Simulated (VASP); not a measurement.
Wanted: the native input for a VASP 6.6.1 run.

```
Task                   : single point
Functional             : LDA
Potentials or basis    : VASP PAW LDA potentials, release 64 (Sr_sv, Ga_d, Si)
Cutoff                 : 500 eV
k mesh                 : 7 × 7 × 6
Occupations            : methfessel-paxton, width 0.1 eV
Spin                   : no spin polarisation
Dipole correction      : no
Further INCAR settings : ALGO = Normal; EDIFF = 1e-06; NBANDS = 20
```

The structure of SrGaSi lies in POSCAR:

```
SrGaSi
1.0
    4.1795770000      0.0000000000      0.0000000000
   -2.0897885000      3.6196198591      0.0000000000
    0.0000000000      0.0000000000      4.7358170000
Sr Ga Si
1 1 1
Direct
    0.0000000000      0.0000000000      0.0000000000
    0.3333333333      0.6666666667      0.5000000000
    0.6666666667      0.3333333333      0.5000000000
```

One way to write it, as run:

INCAR

```
SYSTEM = SrGaSi
  PREC = Accurate
  ENCUT = 500
  EDIFF = 1E-6
  ISMEAR = 1
  SIGMA = 0.1
  LREAL = .FALSE.
  LASPH = .TRUE.
  NELM = 120
  ALGO = Normal
  ISIF = 2
  LWAVE = .FALSE.
  LCHARG = .FALSE.
  GGA = CA
  NBANDS = 20
  GGA_COMPAT = .FALSE.
```

KPOINTS

```
Automatic mesh
0
G
  7 7 6
  0 0 0
```

Potentials or basis: VASP PAW LDA potentials, release 64 (Sr_sv, Ga_d, Si).

Launch:

```sh
$ cat potpaw_LDA.64/Sr_sv/POTCAR potpaw_LDA.64/Ga_d/POTCAR potpaw_LDA.64/Si/POTCAR > POTCAR
$ mpirun -np 1 vasp_std > vasp.out
```

Results of the run:

```
Pressure               : -3.2 GPa
Band gap on the k mesh : zero (an odd number of electrons rules out a gap without spin polarisation)
```

Caveat: the cell stands under tension.

It took 30 s on 1 thread of Intel(R) Xeon(R) Platinum 8259CL CPU @ 2.50GHz (Skylake/Cascade Lake), on a shared host, peak memory 0.18 GiB.
